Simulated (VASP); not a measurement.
# C (R-3m) in VASP: notebook, part 2 of 2

VASP 6.6.1. Earlier steps stand in the parts before.

### Step 3. Relaxation of cell and atoms, PBE+D3(BJ)

INCAR

```
PREC = Accurate
ENCUT = 600
EDIFF = 1E-7
ISMEAR = 0
SIGMA = 0.02
LREAL = False
LASPH = True
NELM = 60
ALGO = Normal
ISIF = 3
LWAVE = False
LCHARG = False
GGA = PE
IVDW = 12
IBRION = 2
NSW = 100
EDIFFG = -0.005
```

KPOINTS

```
Automatic mesh
0
Gamma
  15 15 15
```

POSCAR

```
C
1.0
    1.2325534650      0.7116150748      3.3247414240
   -1.2325534650      0.7116150748      3.3247414240
    0.0000000000     -1.4232301496      3.3247414240
C
2
Direct
    0.1665465589      0.1665465589      0.1665465589
    0.8334534411      0.8334534411      0.8334534411
```

Potentials or basis: VASP PAW PBE potentials, release 64 (C).

Run with:

```
$ cat potpaw_PBE.64/C/POTCAR > POTCAR
$ mpirun -np 1 vasp_std > vasp.out
```

OUTCAR:

```text
PREC = Accurate
   ENCUT = 600
   EDIFF = 1E-7
   ISMEAR = 0
   LREAL = False
   LASPH = True
   NELM = 60
   ISIF = 3
   GGA = PE
   IVDW = 12
   IBRION = 2
   NSW = 100
   EDIFFG = -0.005
 IVDW          = 12

 ion  position               nearest neighbor table
   1  0.167  0.167  0.167-   2 1.42   2 1.42   2 1.42
   2  0.833  0.833  0.833-   1 1.42   1 1.42   1 1.42

  LATTYP: Found a trigonal (rhomboedric) cell.
 ALAT       =     3.6165576997
 COS(alpha) =     0.7676991854

  Lattice vectors:

 A1 = (   1.2325534650,   0.7116150748,   3.3247414240)
 A2 = (  -1.2325534650,   0.7116150748,   3.3247414240)
 A3 = (   0.0000000000,  -1.4232301496,   3.3247414240)

Analysis of symmetry for initial positions (statically):
=====================================================================
 Subroutine PRICEL returns:
 Original cell was already a primitive cell.

 Routine SETGRP: Setting up the symmetry group for a
 trigonal (rhombohedral) supercell.

 Subroutine GETGRP returns: Found 12 space group operations
 (whereof 12 operations were pure point group operations)
 out of a pool of 12 trial point group operations.

The static configuration has the point symmetry D_3d.

Analysis of symmetry for dynamics (positions and initial velocities):
=====================================================================
 Subroutine PRICEL returns:
 Original cell was already a primitive cell.

 Routine SETGRP: Setting up the symmetry group for a
 trigonal (rhombohedral) supercell.

 Subroutine GETGRP returns: Found 12 space group operations
 (whereof 12 operations were pure point group operations)
 out of a pool of 12 trial point group operations.

The dynamic configuration has the point symmetry D_3d.

 Subroutine INISYM returns: Found 12 space group operations
 (whereof 12 operations are pure point group operations),
 and found     1 'primitive' translations

----------------------------------------------------------------------------------------

                                     Primitive cell

[... 99 lines left out ...]
   TEBEG  =    0.0;   TEEND  =   0.0 temperature during run
   PSTRESS=    0.0 pullay stress
   NELECT =       8.0000    total number of electrons
   NUPDOWN=      -1.0000    fix difference up-down
   EMIN   =  10.00;   EMAX   =-10.00  energy-range for DOS
   EFERMI =   0.00;   METHOD = LEGACY
   ISMEAR =     0;   SIGMA  =   0.02  broadening in eV -4-tet -1-fermi 0-gaus
   EFERMI_NEDOS =   21; number of points for ismear=-14 and -15
   IALGO  =     38    algorithm
   IMIX   =      4    mixing-type and parameters
     AMIX     =   0.40;   BMIX     =  1.00
     AMIX_MAG =   1.60;   BMIX_MAG =  1.00
  volume/ion in A,a.u.               =       8.75        59.04
  Fermi-wavevector in a.u.,A,eV,Ry     =   1.261202  2.383327 21.641858  1.590632
  Thomas-Fermi vector in A             =   2.394673
   LORBIT       =      0    0 simple, 1 ext, 2 COOP (PROOUT), +10 PAW based schemes
   GGA     = PE    functional components
   LHFCALC =     F    Hartree Fock is set to
   AEXX    =    0.0000 exact exchange contribution
   IVDW    =    12    specifies the selected vdW correction
   LEPSILON=     F    determine dielectric tensor
   LRPA    =     F    only Hartree local field effects (RPA)
 conjugate gradient relaxation of ions
 non-spin polarized calculation
 Gauss-broadening in eV      SIGMA  =   0.02
  energy-cutoff  :      600.00
  volume of cell :       17.50
 maximum number of plane-waves:       599
 NGX is ok and might be reduce to    30

--------------------------------------- Ionic step        1  -------------------------------------------

 number of electron       8.0000000 magnetization

 Free energy of the ion-electron system (eV)
  ---------------------------------------------------
  ext. energy  EPLUGINS =         0.00000000
  ---------------------------------------------------
  free energy    TOTEN  =       -18.42366071 eV

  energy without entropy =      -18.42366071  energy(sigma->0) =      -18.42366071

------------------------ aborting loop because EDIFF is reached ----------------------------------------

 Edisp (eV)   -0.31606

 E8    (eV) :    -0.0897
[... 151 lines left out ...]
--------------------------------------- Ionic step        5  -------------------------------------------

 number of electron       8.0000000 magnetization

 Free energy of the ion-electron system (eV)
  ---------------------------------------------------
  ext. energy  EPLUGINS =         0.00000000
  ---------------------------------------------------
  free energy    TOTEN  =       -18.42378535 eV

  energy without entropy =      -18.42378535  energy(sigma->0) =      -18.42378535

 E-fermi :   4.5024     XC(G=0): -10.3830

 val. band max:        4.4122607947   @ k =  -0.3333   0.3333   0.0000
 cond. band min:       5.0996733609   @ k =  -0.3333   0.3333   0.0000
 fundamental gap:      0.6874125662
 Fermi energy:         4.5024491924

 k-point     1 :       0.0000    0.0000    0.0000
  band No.  band energies     occupation
      1     -14.9068      2.00000
      2      -1.7411      2.00000
      3       1.7553      2.00000
      4       1.7553      2.00000
      5       9.1165      0.00000
      6      13.1270      0.00000
      7      13.1270      0.00000
      8      16.0965      0.00000
[... 243 lines left out ...]
 k-point    24 :       0.2000    0.1333   -0.0000
  band No.  band energies     occupation
      1     -14.1327      2.00000
      2      -1.1904      2.00000
      3      -0.6247      2.00000
      4       0.3541      2.00000
      5      10.5990      0.00000
      6      13.4389      0.00000
      7      13.8014      0.00000
      8      15.4412      0.00000

 [... further k-points ...]

------------------------ aborting loop because EDIFF is reached ----------------------------------------

 Edisp (eV)   -0.31595

 E8    (eV) :    -0.0896
[... 25 lines left out ...]
  FREE ENERGIE OF THE ION-ELECTRON SYSTEM (eV)
  ---------------------------------------------------
  free  energy   TOTEN  =       -18.7397364038 eV

  energy  without entropy=      -18.7397364038  energy(sigma->0) =      -18.73973640

 reached required accuracy - stopping structural energy minimisation
```

It took 3.5 min on 1 thread of Intel Xeon Platinum 8259CL at 2.50GHz (Skylake/Cascade Lake), shared host; peak memory 0.2 GiB.

Results:

| Item | Value |
| --- | --- |
| Free energy | -18.7397 eV |
| Relaxed volume | 8.75 Å³/atom |
| Relaxed cell | a = 3.617 Å, b = 3.617 Å, c = 3.617 Å, α = 39.84°, β = 39.84°, γ = 39.84° |
| Space group after relaxing (to 0.1 Å) | R-3m (No. 166) |
| Energy gained by relaxing | 0.0 meV/atom |
| Ionic steps | 5 |
| Pressure after relaxing | 0.1 GPa |
| Dispersion energy per atom | -0.158 eV |

Forces on the atoms (eV/Å):
```
C    0.000  0.000 -0.003
C    0.000  0.000  0.003
```

Final structure:
```
CELL_PARAMETERS angstrom
1.23261 0.71165 3.32571
-1.23261 0.71165 3.32571
0.00000 -1.42330 3.32571
ATOMIC_POSITIONS crystal
C 0.16660 0.16660 0.16660
C 0.83340 0.83340 0.83340
```

### Step 4. Single point, PBE+D3(BJ)

This run uses another cell than the first one: it holds 10 atoms, not 2.

INCAR

```
ALGO = Normal ; EDIFF = 1E-6
ENCUT = 520 ; GGA = PE
ISIF = 2 ; ISMEAR = 0
ISYM = 0 ; IVDW = 12
LASPH = T ; LCHARG = T
LELF = T ; LREAL = F
LVHAR = T ; LWAVE = F
NBANDS = 31 ; NELM = 80
PREC = Accurate ; SIGMA = 0.05
```

KPOINTS

```
k-points
0
Gamma
  7 11 3
```

POSCAR

```
C
1.0
    0.0000000000      1.4231666446     -3.3613878322
   -2.4649969361      0.0000000000      0.0000000000
    1.2324984681      9.2505831901      3.3613878322
C
10
Direct
    0.5668514786      0.0333191170      0.0666382341
    0.7668514786      0.6333191170      0.2666382341
    0.9668514786      0.2333191170      0.4666382341
    0.1668514786      0.8333191170      0.6666382341
    0.3668514786      0.4333191170      0.8666382341
    0.8331485214      0.1666808830      0.3333617659
    0.0331485214      0.7666808830      0.5333617659
    0.2331485214      0.3666808830      0.7333617659
    0.4331485214      0.9666808830      0.9333617659
    0.6331485214      0.5666808830      0.1333617659
```

Run with:

```
$ cat potpaw_PBE.64/C/POTCAR > POTCAR
$ mpirun -np 1 vasp_std > vasp.out
```

Wall time 3.3 min (1 thread of Intel Xeon Platinum 8259CL at 2.50GHz (Skylake/Cascade Lake), shared host); peak memory 0.33 GiB.

Results (log left out):

- Free energy: -93.6770 eV
- Pressure: 0.5 GPa
- Largest force: 0.038 eV/Å
- Dispersion energy per atom: -0.156 eV

Forces in eV/Å, atoms in the order of the input:
```
C   -0.011 -0.035  0.010
C   -0.011 -0.035  0.010
C   -0.011 -0.035  0.010
C   -0.011 -0.035  0.010
C   -0.011 -0.035  0.010
C    0.011  0.035 -0.010
C    0.011  0.035 -0.010
C    0.011  0.035 -0.010
C    0.011  0.035 -0.011
C    0.011  0.035 -0.010
```

Stress tensor (GPa, compression positive):
```
 0.97  0.10 -0.01
 0.10  0.36  0.01
-0.01  0.01  0.07
```

### Step 5. Summary

| task | cell | k mesh | cutoff (eV) | smearing | pressure (GPa) |
| --- | --- | --- | --- | --- | --- |
| single point | a = 3.617 Å, angles 39.9°, 2 atoms, atomic positions A | 9 × 9 × 9 | 600 | gaussian 0.1 eV | 0.1 |
| relaxation of cell and atoms | relaxed from a = 3.617 Å, angles 39.9°, 2 atoms, atomic positions A | 15 × 15 × 15 | 600 | gaussian 0.02 eV | 0.1 |
| single point | a = 3.650, b = 2.465, c = 9.919 Å, angles 97.1, 87.0, 90.0°, 10 atoms, atomic positions B | 7 × 11 × 3 | 520 | gaussian 0.05 eV | 0.5 |

Alike in all rows: level PBE+D3(BJ); potentials or basis VASP PAW PBE potentials, release 64 (C); no spin polarisation.

Absolute energies hang on the potentials; compare differences alone.
